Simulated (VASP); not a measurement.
A run of VASP 6.6.1 is set up as follows.

The input INCAR:

```
PREC     = Accurate       # precision mode
ENCUT    = 600            # plane-wave cutoff, eV
EDIFF    = 1E-7           # SCF threshold, eV
ISMEAR   = 0              # smearing method
SIGMA    = 0.1            # smearing width, eV
LREAL    = False          # projectors in reciprocal space
LASPH    = True           # aspherical terms in the spheres
NELM     = 60             # most SCF steps
ALGO     = Normal         # electronic algorithm
ISIF     = 3              # what is computed and relaxed
LWAVE    = False          # write WAVECAR
LCHARG   = False          # write CHGCAR
GGA      = PE             # functional
IBRION   = 2              # ionic algorithm
NSW      = 90             # ionic steps
EDIFFG   = -0.04          # ionic threshold
```

The input KPOINTS:

```
regular mesh
0
Gamma
  6 6 6
```

Contents of POSCAR:

```
BeSi
1.0
    1.2547670030      0.7244400669      3.9966652687
   -1.2547670030      0.7244400669      3.9966652687
    0.0000000000     -1.4488801339      3.9966652687
Be Si
1 1
Direct
    0.0000000000      0.0000000000      0.0000000000
    0.5000000000      0.5000000000      0.5000000000
```

Potentials or basis: VASP PAW PBE potentials, release 64 (Be, Si).

Run with:

```bash
$ cat potpaw_PBE.64/Be/POTCAR potpaw_PBE.64/Si/POTCAR > POTCAR
$ mpirun -np 1 vasp_std > vasp.out
```

(1) Estimate the relaxed cell.

(2) Estimate the relaxed volume.

(3) Estimate the space group after relaxing (to 0.1 Å).

(4) What does it give for the band gap on the k mesh?

Answers

(1) a = 4.508 Å, b = 4.508 Å, c = 4.508 Å, α = 32.10°, β = 32.10°, γ = 32.10°.

(2) 11.50 Å³/atom.

(3) R-3m (No. 166).

(4) zero (bands 3 and 4 overlap by 3.73 eV).

Caveat: the k points lie up to 0.49 Å⁻¹ apart in the final cell, too coarse for converged energies and pressures of a metal.
